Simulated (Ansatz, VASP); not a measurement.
# Two plane-wave programs on Y2Tl

```
CELL_PARAMETERS angstrom
2.66063 4.60834 0.00000
-2.66063 4.60834 0.00000
0.00000 0.00000 6.63802
ATOMIC_POSITIONS crystal
Tl 0.33330 0.33340 0.25000
Tl 0.66660 0.66670 0.75000
Y 0.33330 0.33340 0.75000
Y 0.66660 0.66670 0.25000
Y 0.00000 0.00000 0.00000
Y 0.00000 0.00000 0.50000
```

Alike in both runs: task single point; functional PBEsol; k mesh 7 × 7 × 5; no spin polarisation.

|  | VASP | Ansatz |
| --- | --- | --- |
| version | VASP 6.6.1 | Ansatz 0.2.0 |
| potentials or method | VASP PAW PBE potentials, release 64 (Tl_d, Y_sv), cutoff 520 eV | PAW plane waves |
| occupations | fermi-dirac, width 0.1 eV | fermi-dirac |
| valence electrons in the cell | 70 | 70 |

```csv
,VASP,Ansatz,Ansatz less VASP
pressure (GPa),0.3,0.4,+0.10
```

VASP's potentials were made for PBE, not for PBEsol. Ansatz's warnings: structure snapped to symmetry.

Neither program's run includes spin-orbit coupling.
